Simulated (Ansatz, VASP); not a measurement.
# Two plane-wave programs on CoSi

```
Co Si
1.0
     2.78133    0.00000    0.00000
     0.00000    2.78133    0.00000
     0.00000    0.00000    2.78133
Co Si
1 1
Cartesian
  0.0000 0.0000 0.0000
  1.3907 1.3907 1.3907
```

Alike in both runs: task single point; functional PBE; k mesh 14 × 14 × 14; occupations fermi-dirac, width 0.03 eV; collinear spin.

|  | VASP | Ansatz |
| --- | --- | --- |
| version | VASP 6.6.1 | Ansatz 0.2.0 |
| potentials or method | VASP PAW PBE potentials, release 64 (Co, Si) | PAW with Ansatz's default frozen-core files, scalar-relativistic |
| plane-wave cutoff (eV) | 520 | 420 |
| valence electrons in the cell | 13 | 21 |

|  | VASP | Ansatz | Ansatz less VASP |
| --- | --- | --- | --- |
| pressure (GPa) | 0.7 | 0.8 | +0.05 |
| net moment per atom (μB) | 0.30 | 0.31 | +0.010 |
| size of the moment on the site where the two differ most (μB) | 0.59 | 0.62 | +0.028 |

Site moments also hang on the region over which each program counts them. VASP's potentials hold 13 valence electrons a cell and Ansatz's 21, so a difference there can come from the potentials and not from the codes.
